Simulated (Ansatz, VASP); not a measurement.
**One calculation of Te2Mo, two programs**

INCAR

```
PREC = Accurate
ENCUT = 520
EDIFF = 1E-7
ISMEAR = -1
SIGMA = 0.1
LREAL = False
LASPH = True
NELM = 60
ALGO = Normal
ISIF = 2
LWAVE = False
LCHARG = True
GGA = PE
LELF = True
LVHAR = True
NBANDS = 35
```

The input KPOINTS:

```
Automatic mesh
0
Gamma
  9 9 2
```

File POSCAR:

```
Te2Mo
1.0
    3.5182000000      0.0000000000      0.0000000000
   -1.7591000000      3.0468505800      0.0000000000
    0.0000000000      0.0000000000     13.9736000000
Te Mo
4 2
Direct
    0.3333333333      0.6666666667      0.6210000000
    0.6666666667      0.3333333333      0.1210000000
    0.3333333333      0.6666666667      0.8790000000
    0.6666666667      0.3333333333      0.3790000000
    0.3333333333      0.6666666667      0.2500000000
    0.6666666667      0.3333333333      0.7500000000
```

Input for Ansatz:

```yaml
crystal:
  lattice:
    - [3.5182, 0.0, 0.0]
    - [-1.7591, 3.04685058, 0.0]
    - [0.0, 0.0, 13.9736]
  atoms:
    - { symbol: Te, position: [0.3333333333333333, 0.6666666666666666, 0.621] }
    - { symbol: Te, position: [0.6666666666666666, 0.3333333333333333, 0.121] }
    - { symbol: Te, position: [0.3333333333333333, 0.6666666666666666, 0.879] }
    - { symbol: Te, position: [0.6666666666666666, 0.3333333333333333, 0.379] }
    - { symbol: Mo, position: [0.3333333333333333, 0.6666666666666666, 0.25] }
    - { symbol: Mo, position: [0.6666666666666666, 0.3333333333333333, 0.75] }
kpoints:
  mp_grid:
    grid: [9, 9, 2]
hamiltonian:
  xc: pbe
  pseudopotentials:
    kind: paw
scf:
  occupations:
    method: fermi_dirac
output:
  stress: true
```

Alike in both runs: task single point; functional PBE; k mesh 9 × 9 × 2; no spin polarisation.

```csv
,VASP,Ansatz
version,VASP 6.6.1,Ansatz 0.2.0
potentials or method,"VASP PAW PBE potentials, release 64 (Te, Mo_sv)","plane waves, PAW"
plane-wave cutoff (eV),520,420
occupations,"fermi-dirac, width 0.1 eV",fermi-dirac
valence electrons in the cell,52,92
```

|  | VASP | Ansatz | Ansatz less VASP |
| --- | --- | --- | --- |
| pressure (GPa) | 2.9 | 2.9 | -0.01 |
| traceless stress, the component that is largest in VASP (GPa) | 0.51 | 0.45 | -0.057 |

VASP's potentials hold 52 valence electrons a cell and Ansatz's 92, so a difference there can come from the potentials and not from the codes.

Spin-orbit coupling is off throughout.
